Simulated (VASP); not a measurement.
## KF: single point with PBE

Crystal: KF.

```
CELL_PARAMETERS angstrom
0.00000 2.93540 2.90517
2.93540 0.00000 2.90517
2.93540 2.93540 0.00000
ATOMIC_POSITIONS crystal
K 0.00000 0.00000 0.00000
F 0.25000 0.25000 0.25000
```

This cell differs from its parent crystal: uniaxial z strain -1.0%.

```
Program             : VASP 6.6.1
Task                : single point
Functional          : PBE
Potentials or basis : VASP PAW PBE potentials, release 64 (K_sv, F)
Cutoff              : 520 eV
k mesh              : 8 × 8 × 8
Occupations         : fermi-dirac, width 0.02 eV
Spin                : no spin polarisation
```

The pressure is 1.2 GPa. The band gap on the k mesh is 5.18 eV, indirect (least direct gap 5.40 eV).

Levels at points of the mesh, in eV from the valence-band top:
```tsv
k point	band 4	band 5	band 6	band 7	band 8	band 9	band 10	band 11	band 12	band 13
(0.00, 0.00, 0.00)	-9.56	-9.56	-0.22	-0.22	-0.22	5.18	11.75	11.84	11.92	11.92
(0.50, 0.00, 0.00)	-9.62	-9.61	-0.28	-0.13	-0.12	8.04	9.26	10.91	10.96	13.03
(0.50, 0.50, 0.00)	-9.70	-9.59	-0.46	-0.01	-0.01	8.30	8.42	12.44	12.96	13.04
(0.50, 0.00, 0.50)	-9.69	-9.58	-0.47	0.00	0.00	8.28	8.40	12.36	12.96	13.04
```

Wall time 28 s on 1 thread of Intel(R) Xeon(R) Platinum 8259CL CPU @ 2.50GHz (Skylake/Cascade Lake), on a shared host, peak memory 0.19 GiB.

Caveat: the cell differs from its parent crystal (uniaxial z strain -1.0%). A k mesh can miss the band edges.
